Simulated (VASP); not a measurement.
**Bi: single point with LDA**

Bi, a slab with vacuum:

```xyz
2
Lattice="4.0810 0.0000 0.0000 -2.0405 3.5342 0.0000 0.0000 0.0000 28.0000" Properties=species:S:1:pos:R:3 pbc="T T T"
Bi    0.0000    2.3562   14.7350
Bi    2.0405    1.1781   13.2650
```

```json
{"Program": "VASP 6.6.1", "Task": "single point", "Functional": "LDA", "Potentials or basis": "VASP PAW LDA potentials, release 64 (Bi_d)", "Cutoff": "520 eV", "k mesh": "9 × 9 × 1", "Occupations": "gaussian, width 0.02 eV", "Spin": "no spin polarisation"}
```

```
Largest force          : 3.207 eV/Å
Band gap on the k mesh : 0.75 eV
```

Forces in eV/Å, atoms in the order of the input:
```
Bi   0.000  0.000  3.207
Bi   0.000  0.000 -3.207
```

Levels at points of the mesh, in eV from the valence-band top:
| k point | band 12 | band 13 | band 14 | band 15 | band 16 | band 17 | band 18 | band 19 |
| --- | --- | --- | --- | --- | --- | --- | --- | --- |
| (0.00, 0.00, 0.00) | -7.67 | -0.33 | 0.00 | 0.00 | 0.75 | 3.21 | 3.21 | 4.33 |

Run time: 95 s on 1 thread of Intel(R) Xeon(R) Platinum 8488C (Sapphire Rapids) (shared host), peak memory 0.36 GiB.

Caveat: spin-orbit coupling is left out, which moves the levels of the heavy elements.
